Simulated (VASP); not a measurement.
# Al (P6_3/mmc) in VASP: further runs

Runs on Al. Level: r2SCAN. Tasks: single point.

All numbers are computed with VASP 6.6.1; they aren't measurements. Logs are shortened: lines on timing, memory, paths and dates and some standing lists are left out, and cuts for length are marked.

## Step 1: The cell of the first run

The structure is hexagonal, space group P6_3/mmc (No. 194). Conventional cell: a = 2.953 Å, b = 2.953 Å, c = 4.624 Å, α = 90.00°, β = 90.00°, γ = 120.00°. Al (site symmetry -6m2) has 12 Al at 2.87 to 2.95 Å within 3.8 Å.

## Step 2: Single point, r2SCAN (strain +0.050 along x and y, -0.050 along z)

Input file POSCAR:

```
Al
1.0
    2.9530781191      0.0000000000      0.0000000000
   -1.4765390595      2.5574406705      0.0000000000
    0.0000000000      0.0000000000      4.6235075000
Al
2
Direct
    0.6666666667      0.3333333333      0.7500000000
    0.3333333333      0.6666666667      0.2500000000
```

Input file INCAR.step1:

```
ALGO     = Normal         # electronic algorithm
EDIFF    = 1E-4           # SCF threshold, eV
ENCUT    = 520            # plane-wave cutoff, eV
GGA      = PE             # functional
ISMEAR   = 0              # smearing method
LASPH    = True           # aspherical terms in the spheres
LCHARG   = False          # write CHGCAR
LREAL    = False          # projectors in reciprocal space
LWAVE    = True           # write WAVECAR
NBANDS   = 10             # bands
NELM     = 100            # most SCF steps
PREC     = Accurate       # precision mode
SIGMA    = 0.15           # smearing width, eV
```

Input file INCAR.step2:

```
ALGO     = Normal         # electronic algorithm
EDIFF    = 1E-6           # SCF threshold, eV
ENCUT    = 520            # plane-wave cutoff, eV
ISIF     = 2              # what is computed and relaxed
ISMEAR   = 0              # smearing method
ISTART   = 1            
LASPH    = True           # aspherical terms in the spheres
LCHARG   = True           # write CHGCAR
LELF     = True           # ELF
LMIXTAU  = True         
LREAL    = False          # projectors in reciprocal space
LVHAR    = True         
LWAVE    = False          # write WAVECAR
METAGGA  = R2SCAN         # meta-GGA
NBANDS   = 10             # bands
NELM     = 100            # most SCF steps
PREC     = Accurate       # precision mode
SIGMA    = 0.15           # smearing width, eV
```

Input file KPOINTS:

```
k-points
0
Gamma
  18 18 10
```

Potentials or basis: VASP PAW PBE potentials, release 64 (Al).

Launch:

```
$ cat potpaw_PBE.64/Al/POTCAR > POTCAR
$ cp INCAR.step1 INCAR
$ mpirun -np 1 vasp_std > vasp.out
$ cp INCAR.step2 INCAR
$ mpirun -np 1 vasp_std > vasp.out
```

OUTCAR:

```text
EDIFF = 1E-6
   ENCUT = 520
   ISIF = 2
   ISMEAR = 0
   ISTART = 1
   LASPH = True
   LREAL = False
   METAGGA = R2SCAN
   NELM = 100
   PREC = Accurate

 ion  position               nearest neighbor table
   1  0.667  0.333  0.750-   2 2.87   2 2.87   2 2.87   2 2.87   2 2.87   2 2.87
   2  0.333  0.667  0.250-   1 2.87   1 2.87   1 2.87   1 2.87   1 2.87   1 2.87

  LATTYP: Found a hexagonal cell.
 ALAT       =     2.9530781191
 C/A-ratio  =     1.5656570241

  Lattice vectors:

 A1 = (   2.9530781191,   0.0000000000,   0.0000000000)
 A2 = (  -1.4765390595,   2.5574406705,   0.0000000000)
 A3 = (   0.0000000000,   0.0000000000,   4.6235075000)

Analysis of symmetry for initial positions (statically):
=====================================================================
 Subroutine PRICEL returns:
 Original cell was already a primitive cell.

 Routine SETGRP: Setting up the symmetry group for a
 hexagonal supercell.

 Subroutine GETGRP returns: Found 24 space group operations
 (whereof 12 operations were pure point group operations)
 out of a pool of 24 trial point group operations.

The static configuration has the point symmetry D_3d.
 The point group associated with its full space group is D_6h.

Analysis of symmetry for dynamics (positions and initial velocities):
=====================================================================
 Subroutine PRICEL returns:
 Original cell was already a primitive cell.

 Routine SETGRP: Setting up the symmetry group for a
 hexagonal supercell.

 Subroutine GETGRP returns: Found 24 space group operations
 (whereof 12 operations were pure point group operations)
 out of a pool of 24 trial point group operations.

The dynamic configuration has the point symmetry D_3d.
 The point group associated with its full space group is D_6h.

 Subroutine INISYM returns: Found 24 space group operations
 (whereof 12 operations are pure point group operations),
 and found     1 'primitive' translations

----------------------------------------------------------------------------------------

                                     Primitive cell

  volume of cell :      34.9182

  direct lattice vectors                    reciprocal lattice vectors
     2.953078119  0.000000000  0.000000000     0.338629714  0.195507957  0.000000000
    -1.476539060  2.557440671  0.000000000     0.000000000  0.391015914  0.000000000
     0.000000000  0.000000000  4.623507500     0.000000000  0.000000000  0.216286012

  length of vectors
[... 76 lines left out ...]
   ISPIN  =      1    spin polarized calculation?
   LNONCOLLINEAR =      F non collinear calculations
   LSORBIT =      F    spin-orbit coupling
   LASPH  =      T    aspherical Exc in radial PAW
   ENCUT  =  520.0 eV  38.22 Ry    6.18 a.u.   5.49  5.49  8.60*2*pi/ulx,y,z
   NELM   =    100;   NELMIN=  2; NELMDL=  0     # of ELM steps
   EDIFF  = 0.1E-05   stopping-criterion for ELM
   LREAL  =      F    real-space projection
[... 7 lines left out ...]
   TEBEG  =    0.0;   TEEND  =   0.0 temperature during run
   PSTRESS=    0.0 pullay stress
   NELECT =       6.0000    total number of electrons
   NUPDOWN=      -1.0000    fix difference up-down
   EMIN   =  10.00;   EMAX   =-10.00  energy-range for DOS
   EFERMI =   0.00;   METHOD = LEGACY
   ISMEAR =     0;   SIGMA  =   0.15  broadening in eV -4-tet -1-fermi 0-gaus
   EFERMI_NEDOS =   21; number of points for ismear=-14 and -15
   IALGO  =     38    algorithm
   IMIX   =      4    mixing-type and parameters
     AMIX     =   0.40;   BMIX     =  1.00
     AMIX_MAG =   1.60;   BMIX_MAG =  1.00
  volume/ion in A,a.u.               =      17.46       117.82
  Fermi-wavevector in a.u.,A,eV,Ry     =   0.910139  1.719914 11.270435  0.828354
  Thomas-Fermi vector in A             =   2.034266
   LORBIT       =      0    0 simple, 1 ext, 2 COOP (PROOUT), +10 PAW based schemes
   METAGGA = R2SCAN    functional components
   LHFCALC =     F    Hartree Fock is set to
   AEXX    =    0.0000 exact exchange contribution
   IVDW    =     0    specifies the selected vdW correction
   LEPSILON=     F    determine dielectric tensor
   LRPA    =     F    only Hartree local field effects (RPA)
 non-spin polarized calculation
 Gauss-broadening in eV      SIGMA  =   0.15
  energy-cutoff  :      520.00
  volume of cell :       34.92
 maximum number of plane-waves:       971
 NGX is ok and might be reduce to    24
   NGX = 11   NGY = 11   NGZ = 17

 number of electron       6.0000000 magnetization

 Free energy of the ion-electron system (eV)
  ---------------------------------------------------
  ext. energy  EPLUGINS =         0.00000000
  ---------------------------------------------------
  free energy    TOTEN  =       -13.32435582 eV

  energy without entropy =      -13.31422886  energy(sigma->0) =      -13.31929234

 E-fermi :   7.4398     XC(G=0): -10.7081

 val. band max:        7.4002400378   @ k =   0.3333   0.2222   0.1000
 cond. band min:       7.4433929688   @ k =   0.2778   0.0556   0.2000
 fundamental gap:      0.0431529310
 Fermi energy:         7.4398105983

 k-point     1 :       0.0000    0.0000    0.0000
  band No.  band energies     occupation
      1      -4.0154      2.00000
      2       2.9173      2.00000
      3       3.5109      2.00000
      4      17.5917      0.00000
      5      17.5917      0.00000
      6      18.2267      0.00000
      7      18.2267      0.00000
      8      20.2827      0.00000
      9      21.2226      0.00000
     10      23.2995      0.00000
[... 287 lines left out ...]
 k-point    24 :       0.3889    0.1111    0.0000
  band No.  band energies     occupation
      1       0.8876      2.00000
      2       3.4515      2.00000
      3       7.5060      0.53241
      4       8.2447      0.00000
      5       9.7008      0.00000
      6      10.1831      0.00000
      7      11.3642      0.00000
      8      16.5107      0.00000
      9      17.0117      0.00000
     10      17.5683      0.00000

 [... further k-points ...]
[... 5 lines left out ...]
  --------------------------------------------------------------------------------------
  -------------------------------------------------------------------------------------
  Total       -1.6050843     -1.6050843     -0.9888422     -0.0000000      0.0000000      0.0000000
  in kB      -73.6472196    -73.6472196    -45.3717451     -0.0000000      0.0000000      0.0000000
  external PRESSURE =     -64.2220614 kB  Pullay stress =       0.0000000 kB

 VOLUME and BASIS-vectors are now :
 -----------------------------------------------------------------------------
  energy-cutoff  :      520.00
  volume of cell :       34.92
      direct lattice vectors                 reciprocal lattice vectors
     2.953078119  0.000000000  0.000000000     0.338629714  0.195507957  0.000000000
    -1.476539060  2.557440671  0.000000000     0.000000000  0.391015914  0.000000000
     0.000000000  0.000000000  4.623507500     0.000000000  0.000000000  0.216286012

 POSITION                                       TOTAL-FORCE (eV/Angst)
 -----------------------------------------------------------------------------------
      1.47654      0.85248      3.46763         0.000000     -0.000000      0.000000
     -0.00000      1.70496      1.15588        -0.000000      0.000000      0.000000
 -----------------------------------------------------------------------------------
    total drift:                               -0.000000      0.000000     -0.000000

  FREE ENERGIE OF THE ION-ELECTRON SYSTEM (eV)
  ---------------------------------------------------
  free  energy   TOTEN  =       -13.3243558169 eV

  energy  without entropy=      -13.3142288599  energy(sigma->0) =      -13.31929234
```

OUTCAR.step1:

```text
EDIFF = 1E-4
   ENCUT = 520
   GGA = PE
   ISMEAR = 0
   LASPH = True
[... 536 lines left out ...]
 -----------------------------------------------------------------------------------
      1.47654      0.85248      3.46763         0.000000      0.000000      0.000000
     -0.00000      1.70496      1.15588         0.000000     -0.000000      0.000000
 -----------------------------------------------------------------------------------
    total drift:                               -0.000000      0.000000     -0.000000

  FREE ENERGIE OF THE ION-ELECTRON SYSTEM (eV)
  ---------------------------------------------------
  free  energy   TOTEN  =        -7.4033395216 eV

  energy  without entropy=       -7.3924682055  energy(sigma->0) =       -7.39790386
```

It took 2.1 min on 1 thread of AMD EPYC 9R45 (Zen 5), shared host; peak memory 0.17 GiB.

Results:

```yaml
Free_energy: -13.3244 eV
Pressure: -6.4 GPa
Band_gap_on_the_k_mesh: zero (band 3 reaches 12.36 eV, above the bottom of band 4 at 4.07 eV)
```

Caveat: the cell differs from its parent crystal (strain +0.050 along x and y, -0.050 along z); the PAW data sets were made with another functional, which shifts forces and pressure a little.

## Step 3: Single point, r2SCAN (strain +0.000 along x and y, +0.050 along z)

Input file POSCAR:

```
Al
1.0
    2.8124553515      0.0000000000      0.0000000000
   -1.4062276757      2.4356577814      0.0000000000
    0.0000000000      0.0000000000      5.1101925000
Al
2
Direct
    0.6666666667      0.3333333333      0.7500000000
    0.3333333333      0.6666666667      0.2500000000
```

Input file INCAR.step1:

```
ALGO = Normal ; EDIFF = 1E-4
ENCUT = 520 ; GGA = PE
ISMEAR = 0 ; LASPH = T
LCHARG = F ; LREAL = F
LWAVE = T ; NBANDS = 10
NELM = 80 ; PREC = Accurate
SIGMA = 0.15
```

Input file INCAR.step2:

```
ALGO = Normal ; EDIFF = 1E-6
ENCUT = 520 ; ISIF = 2
ISMEAR = 0 ; ISTART = 1
LASPH = T ; LCHARG = F
LMIXTAU = T ; LREAL = F
LWAVE = F ; METAGGA = R2SCAN
NBANDS = 10 ; NELM = 80
PREC = Accurate ; SIGMA = 0.15
```

KPOINTS is that of step 2.

Potentials or basis: VASP PAW PBE potentials, release 64 (Al).

Launch:

```
$ cat potpaw_PBE.64/Al/POTCAR > POTCAR
$ cp INCAR.step1 INCAR
$ mpirun -np 1 vasp_std > vasp.out
$ cp INCAR.step2 INCAR
$ mpirun -np 1 vasp_std > vasp.out
```

Run time: 2.3 min. Hardware: 1 thread of AMD EPYC 9R45 (Zen 5), shared host; peak memory 0.17 GiB.

The run converged. Its results:

| Quantity | Value |
| --- | --- |
| Free energy | -13.3017 eV |
| Pressure | -5.7 GPa |
| Band gap on the k mesh | zero (band 3 reaches 10.74 eV, above the bottom of band 4 at 4.39 eV) |

Stress tensor (GPa, compression positive):
```
-3.97  0.00  0.00
 0.00 -3.97  0.00
 0.00  0.00 -9.25
```

Levels at points of the mesh, in eV from the Fermi level:
| k point | band 1 | band 2 | band 3 | band 4 | band 5 | band 6 | band 7 |
| --- | --- | --- | --- | --- | --- | --- | --- |
| (0.00, 0.00, 0.00) | -11.41 | -5.72 | -5.23 | 10.62 | 11.30 | 12.67 | 12.67 |
| (0.50, 0.00, 0.00) | -4.96 | -4.91 | 0.26 | 0.71 | 1.13 | 1.49 | 7.09 |
| (0.00, 0.00, 0.50) | -9.91 | -9.91 | 1.66 | 1.66 | 13.52 | 13.52 | 13.52 |
| (0.50, 0.00, 0.50) | -3.88 | -3.88 | -2.99 | -2.99 | 7.47 | 7.47 | 7.54 |

Caveat: the cell differs from its parent crystal (strain +0.000 along x and y, +0.050 along z); the PAW data sets were made with another functional, which shifts forces and pressure a little.

## Step 4: Single point, r2SCAN (strain +0.025 along x and y, +0.000 along z)

Input file POSCAR:

```
Al
1.0
    2.8827667353      0.0000000000      0.0000000000
   -1.4413833676      2.4965492260      0.0000000000
    0.0000000000      0.0000000000      4.8668500000
Al
2
Direct
    0.6666666667      0.3333333333      0.7500000000
    0.3333333333      0.6666666667      0.2500000000
```

Input file INCAR.step1:

```
SYSTEM = Al
PREC     = Accurate       ! precision mode
ENCUT    = 520            ! plane-wave cutoff, eV
ISMEAR   = 0              ! smearing method
SIGMA    = 0.15           ! smearing width, eV
LREAL    = .FALSE.        ! projectors in reciprocal space
LASPH    = .TRUE.         ! aspherical terms in the spheres
NELM     = 100            ! most SCF steps
NBANDS   = 10             ! bands
GGA      = PE             ! functional
ALGO     = Normal         ! electronic algorithm
EDIFF    = 1E-4           ! SCF threshold, eV
LWAVE    = .TRUE.         ! write WAVECAR
LCHARG   = .FALSE.        ! write CHGCAR
```

Input file INCAR.step2:

```
SYSTEM = Al
PREC     = Accurate       ! precision mode
ENCUT    = 520            ! plane-wave cutoff, eV
EDIFF    = 1E-7           ! SCF threshold, eV
ISMEAR   = 0              ! smearing method
SIGMA    = 0.15           ! smearing width, eV
LREAL    = .FALSE.        ! projectors in reciprocal space
LASPH    = .TRUE.         ! aspherical terms in the spheres
NELM     = 100            ! most SCF steps
ALGO     = Normal         ! electronic algorithm
ISIF     = 2              ! what is computed and relaxed
LWAVE    = .FALSE.        ! write WAVECAR
LCHARG   = .FALSE.        ! write CHGCAR
METAGGA  = R2SCAN         ! meta-GGA
LMIXTAU  = .TRUE.       
NBANDS   = 10             ! bands
ISTART   = 1
```

Input file KPOINTS:

```
regular mesh
0
G
  18 18 10
  0 0 0
```

Launch:

```
$ cat potpaw_PBE.64/Al/POTCAR > POTCAR
$ cp INCAR.step1 INCAR
$ mpirun -np 1 vasp_std > vasp.out
$ cp INCAR.step2 INCAR
$ mpirun -np 1 vasp_std > vasp.out
```

Run time: 2.4 min. Hardware: 1 thread of AMD EPYC 9R45 (Zen 5), shared host; peak memory 0.17 GiB.

It converged, with:

* Free energy: -13.3278 eV
* Pressure: -6.7 GPa
* Band gap on the k mesh: zero (band 3 reaches 11.35 eV, above the bottom of band 4 at 4.19 eV)

Stress tensor (GPa, compression positive):
```
-6.66  0.00  0.00
 0.00 -6.66  0.00
 0.00  0.00 -6.78
```

Levels at points of the mesh, in eV from the Fermi level:
| k point | band 1 | band 2 | band 3 | band 4 | band 5 | band 6 | band 7 |
| --- | --- | --- | --- | --- | --- | --- | --- |
| (0.00, 0.00, 0.00) | -11.42 | -4.92 | -4.86 | 11.40 | 11.40 | 11.75 | 11.75 |
| (0.50, 0.00, 0.00) | -5.28 | -5.19 | 0.62 | 0.87 | 1.50 | 1.61 | 6.14 |
| (0.00, 0.00, 0.50) | -9.77 | -9.77 | 2.93 | 2.93 | 12.59 | 12.59 | 12.59 |
| (0.50, 0.00, 0.50) | -3.99 | -3.99 | -3.20 | -3.20 | 7.57 | 7.57 | 7.79 |

Caveat: the cell differs from its parent crystal (strain +0.025 along x and y, +0.000 along z); the PAW data sets were made with another functional, which shifts forces and pressure a little.

## Step 5: Single point, r2SCAN (strain +0.050 along x and y, -0.025 along z)

Input file POSCAR:

```
Al
1.0
    2.9530781191      0.0000000000      0.0000000000
   -1.4765390595      2.5574406705      0.0000000000
    0.0000000000      0.0000000000      4.7451787500
Al
2
Direct
    0.6666666667      0.3333333333      0.7500000000
    0.3333333333      0.6666666667      0.2500000000
```

Input file INCAR.step1:

```
SYSTEM = Al
  PREC = Accurate
  ENCUT = 520
  ISMEAR = 0
  SIGMA = 0.15
  LREAL = .FALSE.
  LASPH = .TRUE.
  NELM = 80
  NBANDS = 10
  GGA = PE
  ALGO = Normal
  EDIFF = 1E-4
  LWAVE = .TRUE.
  LCHARG = .FALSE.
```

Input file INCAR.step2:

```
SYSTEM = Al
  PREC = Accurate
  ENCUT = 520
  EDIFF = 1E-6
  ISMEAR = 0
  SIGMA = 0.15
  LREAL = .FALSE.
  LASPH = .TRUE.
  NELM = 80
  ALGO = Normal
  ISIF = 2
  LWAVE = .FALSE.
  LCHARG = .TRUE.
  METAGGA = R2SCAN
  LMIXTAU = .TRUE.
  LELF = .TRUE.
  LVHAR = .TRUE.
  NBANDS = 10
  ISTART = 1
```

KPOINTS is that of step 4.

Launch:

```
$ cat potpaw_PBE.64/Al/POTCAR > POTCAR
$ cp INCAR.step1 INCAR
$ mpirun -np 1 vasp_std > vasp.out
$ cp INCAR.step2 INCAR
$ mpirun -np 1 vasp_std > vasp.out
```

Run time: 2.1 min. Hardware: 1 thread of AMD EPYC 9R45 (Zen 5), shared host; peak memory 0.17 GiB.

Results (log left out):

- Free energy: -13.2899 eV
- Pressure: -7.9 GPa
- Band gap on the k mesh: zero (band 3 reaches 11.63 eV, above the bottom of band 4 at 3.89 eV)

Stress tensor (GPa, compression positive):
```
-8.28  0.00  0.00
 0.00 -8.28  0.00
 0.00  0.00 -7.29
```

Levels at points of the mesh, in eV from the Fermi level:
| k point | band 1 | band 2 | band 3 | band 4 | band 5 | band 6 |
| --- | --- | --- | --- | --- | --- | --- |
| (0.00, 0.00, 0.00) | -11.28 | -4.58 | -4.23 | 10.37 | 10.37 | 10.97 |
| (0.50, 0.00, 0.00) | -5.47 | -5.26 | 0.62 | 1.28 | 1.60 | 1.89 |
| (0.00, 0.00, 0.50) | -9.54 | -9.54 | 3.80 | 3.80 | 11.76 | 11.76 |
| (0.50, 0.00, 0.50) | -4.01 | -4.01 | -3.29 | -3.29 | 6.94 | 6.94 |

Caveat: the cell differs from its parent crystal (strain +0.050 along x and y, -0.025 along z); the PAW data sets were made with another functional, which shifts forces and pressure a little.

(Part 1 of 2 ends here.)
